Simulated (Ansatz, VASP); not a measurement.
# SrO in VASP and in Ansatz

File INCAR:

```
PREC     = Accurate       # precision mode
ENCUT    = 520            # plane-wave cutoff, eV
EDIFF    = 1E-6           # SCF threshold, eV
ISMEAR   = -5             # smearing method
SIGMA    = 0.1            # smearing width, eV
LREAL    = False          # projectors in reciprocal space
LASPH    = True           # aspherical terms in the spheres
NELM     = 60             # most SCF steps
ALGO     = Normal         # electronic algorithm
ISIF     = 2              # what is computed and relaxed
LWAVE    = False          # write WAVECAR
LCHARG   = False          # write CHGCAR
GGA      = PS             # functional
NBANDS   = 15             # bands
```

The input KPOINTS:

```
regular mesh
0
Gamma
  6 6 6
```

The input POSCAR:

```
SrO
1.0
    0.0000000000      2.5798927166      2.5798927166
    2.5798927166      0.0000000000      2.5798927166
    2.5798927166      2.5798927166      0.0000000000
Sr O
1 1
Direct
    0.5000000000      0.5000000000      0.5000000000
    0.0000000000      0.0000000000      0.0000000000
```

Input for Ansatz:

```yaml
crystal:
  lattice:
    - [0.0, 2.5798927166, 2.5798927166]
    - [2.5798927166, 0.0, 2.5798927166]
    - [2.5798927166, 2.5798927166, 0.0]
  atoms:
    - { symbol: Sr, position: [0.5, 0.5, 0.5] }
    - { symbol: O, position: [0.0, 0.0, 0.0] }
kpoints:
  mp_grid: { grid: [6, 6, 6] }
hamiltonian:
  xc: pbesol
scf:
  occupations: { method: tetrahedron }
  n_extra_bands: 4
output:
  forces: true
  stress: true
  eigenvalues: true
```

Alike in both runs: task single point; functional PBEsol; k mesh 6 × 6 × 6; occupations tetrahedron; no spin polarisation.

|  | VASP | Ansatz |
| --- | --- | --- |
| version | VASP 6.6.1 | Ansatz 0.2.0 |
| potentials or method | VASP PAW PBE potentials, release 64 (Sr_sv, O) | plane waves |
| plane-wave cutoff (eV) | 520 | 420 |
| valence electrons in the cell | 16 | 16 |

Ansatz gave:

```
gap on the k mesh at the Fermi level (eV) : 3.21
pressure (GPa)                            : -1.9
```

Question: Estimate VASP's values.

Answer: gap on the k mesh at the Fermi level (eV): 3.16; pressure (GPa): -1.4.

VASP's potentials were made for PBE, not for PBEsol. The functional is the same, so the differences come from potentials, cutoffs and numerics. Ansatz's warnings: band table not solved further, tetrahedron derivatives may miss energy slope.
